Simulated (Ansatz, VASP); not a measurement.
Two plane-wave programs on CsLiCr2Te2S3

POSCAR

```
CsLiCr2Te2S3
1.0
    3.4216200000     -5.1806900000      0.0078400000
    3.4216200000      5.1806900000      0.0078400000
   -2.9041100000      0.0000000000      7.4309300000
Cs Li Cr Te S
1 1 2 2 3
Direct
    0.0937400000      0.0937400000      0.0085300000
    0.5887500000      0.5887500000      0.5533600000
    0.0564600000      0.4675500000      0.5579000000
    0.4675500000      0.0564600000      0.5579000000
    0.5648600000      0.8735700000      0.2903500000
    0.8735700000      0.5648600000      0.2903500000
    0.8115100000      0.3969700000      0.7334700000
    0.3969700000      0.8115100000      0.7334700000
    0.2140400000      0.2140400000      0.4837100000
```

File INCAR.step1:

```
  PREC = Accurate
  ENCUT = 520
  EDIFF = 1E-5
  ISMEAR = -1
  SIGMA = 0.05
  LREAL = F
  LASPH = T
  NELM = 150
  ALGO = Normal
  ISIF = 2
  LWAVE = T
  ISPIN = 2
  MAGMOM = 0 0 3 3 0 0 0 0 0
  LORBIT = 11
  LMAXMIX = 4
  NBANDS = 47
  GGA = PE
  LUSENCCL = F
```

INCAR.step2

```
  PREC = Accurate
  ENCUT = 520
  EDIFF = 1E-7
  ISMEAR = -1
  SIGMA = 0.05
  LREAL = F
  LASPH = T
  NELM = 150
  ALGO = Normal
  ISIF = 2
  LWAVE = F
  LCHARG = T
  ISPIN = 2
  MAGMOM = 0 0 3 3 0 0 0 0 0
  LORBIT = 11
  LMAXMIX = 4
  GGA = PE
  LHFCALC = T
  AEXX = 0.25
  HFSCREEN = 0.3
  PRECFOCK = Fast
  LELF = T
  LVHAR = T
  NBANDS = 47
  ISTART = 1
  LUSENCCL = F
```

Contents of KPOINTS:

```
regular mesh
0
Gamma
  2 2 2
```

Contents of input.yaml:

```yaml
crystal:
  lattice:
    - [3.42162, -5.18069, 0.00784]
    - [3.42162, 5.18069, 0.00784]
    - [-2.90411, 0.0, 7.43093]
  atoms:
    - { symbol: Cs, position: [0.09374, 0.09374, 0.00853] }
    - { symbol: Li, position: [0.58875, 0.58875, 0.55336] }
    - { symbol: Cr, position: [0.05646, 0.46755, 0.5579], spin: 3.0 }
    - { symbol: Cr, position: [0.46755, 0.05646, 0.5579], spin: 3.0 }
    - { symbol: Te, position: [0.56486, 0.87357, 0.29035] }
    - { symbol: Te, position: [0.87357, 0.56486, 0.29035] }
    - { symbol: S, position: [0.81151, 0.39697, 0.73347] }
    - { symbol: S, position: [0.39697, 0.81151, 0.73347] }
    - { symbol: S, position: [0.21404, 0.21404, 0.48371] }
hamiltonian:
  xc: { exchange: pbe, correlation: pbe, exx: { coeff: 0.25, omega: 0.3 } }
  pseudopotentials: { kind: paw }
magnetization:
  spin_polarized: true
kpoints:
  mp_grid: { grid: [2, 2, 2] }
scf:
  occupations: { method: fermi_dirac, width: 0.05 }
output:
  forces: true
  stress: true
  eigenvalues: true
  write_density: true
  write_potential: true
  elf: true
  volumetric_format: npy
```

Alike in both runs: task single point; functional PBE-based screened hybrid; k mesh 2 × 2 × 2; occupations fermi-dirac, width 0.05 eV; collinear spin.

|  | VASP | Ansatz |
| --- | --- | --- |
| version | VASP 6.6.1 | Ansatz 0.2.0 |
| potentials or method | VASP PAW PBE potentials, release 64 (Cs_sv, Li_sv, Cr_pv, Te, S) | Ansatz PAW |
| plane-wave cutoff (eV) | 520 | 420 |
| valence electrons in the cell | 66 | 90 |

Ansatz gave:

```
gap on the k mesh at the Fermi level (eV)                     : none
rms of the force components (eV/Å)                            : 0.108
net moment per atom (μB)                                      : 0.45
size of the moment on the site where the two differ most (μB) : 2.56
```

Q: Estimate VASP's values.

A: gap on the k mesh at the Fermi level (eV): none; rms of the force components (eV/Å): 0.107; net moment per atom (μB): 0.45; size of the moment on the site where the two differ most (μB): 2.87.

VASP's potentials were made for PBE, not for PBE-based screened hybrid. Site moments also hang on the region over which each program counts them. Atom by atom the forces differ by 0.007 eV/Å (rms over components). A gap of «none» marks a metal or a gap that the smearing closes. VASP's potentials hold 66 valence electrons a cell and Ansatz's 90, so a difference there can come from the potentials and not from the codes.

The k mesh is coarse, so the values compare programs but aren't converged. Neither program's run includes spin-orbit coupling. Noted on VASP's run: the cutoff is short for stress, so the pressure is rough. Noted on Ansatz's run: the magnetic or orbital state may not be the lowest.
